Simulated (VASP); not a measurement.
The system is TcPt.

```
Tc Pt
1.0
     2.78271    0.00000    0.00000
    -1.39135    2.40989    0.00000
     0.00000    0.00000    4.48587
Tc Pt
1 1
Direct
  0.66667 0.33333 0.00000
  0.00000 0.00000 0.50000
```

- Program: VASP 6.6.1
- Task: relaxation of cell and atoms
- Functional: LDA
- Potentials or basis: VASP PAW LDA potentials, release 64 (Tc_pv, Pt)
- Cutoff: 600 eV
- k mesh: 19 × 19 × 11
- Occupations: fermi-dirac, width 0.05 eV
- Spin: no spin polarisation

At the start: pressure -17.2 GPa; volume 15.04 Å³/atom.

Problem. Where does the relaxation end?

Solution. Over 8 steps the energy falls by 48.8 meV/atom and the volume is 14.19 Å³/atom (-5.7 %); space group P-6m2 (No. 187, to 0.05 Å).

Step by step:
```csv
step,energy change (eV),largest force (eV/Å),pressure (GPa),volume (Å³)
1,0.0000,0.0000,-17.15,30.08
2,1.1087,0.0000,97.00,23.60
3,-0.0970,0.0000,-1.49,28.49
4,-0.0976,0.0000,-0.37,28.39
5,-0.0976,0.0000,0.00,28.36
6,-0.0976,0.0000,0.40,28.33
7,-0.0974,0.0000,-1.05,28.45
8,-0.0977,0.0000,-0.15,28.37
```

Final structure:
```cif
data_structure
_symmetry_space_group_name_H-M 'P 1'
_symmetry_Int_Tables_number 1
_cell_length_a 2.7280
_cell_length_b 2.7280
_cell_length_c 4.4024
_cell_angle_alpha 90.000
_cell_angle_beta 90.000
_cell_angle_gamma 120.000
_cell_volume 28.37
loop_
_atom_site_label
_atom_site_type_symbol
_atom_site_fract_x
_atom_site_fract_y
_atom_site_fract_z
_atom_site_occupancy
Tc1 Tc 0.66667 0.33333 0.00000 1
Pt1 Pt 0.00000 0.00000 0.50000 1
```
